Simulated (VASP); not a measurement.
LiNbO3, 10 atoms in the cell. The typed cell holds 10 atoms: a = 5.323 Å, b = 5.271 Å, c = 5.572 Å, α = 60.72°, β = 117.55°, γ = 118.66°. 

* Program: VASP 6.6.1
* Task: single point
* Functional: r2SCAN
* Potentials or basis: VASP PAW PBE potentials, release 64 (Nb_sv, O, Li_sv)
* Cutoff: 520 eV
* k mesh: 4 × 4 × 4, shifted
* Occupations: gaussian, width 0.0706 eV
* Spin: no spin polarisation
* Dipole correction: no
* Further INCAR settings: ALGO = Normal; EDIFF = 1e-06; NBANDS = 45

Potentials or basis: VASP PAW PBE potentials, release 64 (Nb_sv, O, Li_sv).

Run with:

```bash
$ cat potpaw_PBE.64/Nb_sv/POTCAR potpaw_PBE.64/O/POTCAR potpaw_PBE.64/Li_sv/POTCAR > POTCAR
$ cp INCAR.step1 INCAR
$ mpirun -np 1 vasp_std > vasp.out
$ cp INCAR.step2 INCAR
$ mpirun -np 1 vasp_std > vasp.out
```

Hardware: 1 thread of Intel(R) Xeon(R) 6975P-C (Granite Rapids), on a shared host.

Problem. How long does it take, and how much memory?

Solution. Run time: 5.5 min on 1 thread of Intel(R) Xeon(R) 6975P-C (Granite Rapids), with other jobs on the host, peak memory 0.34 GiB. Counts: k points 32.
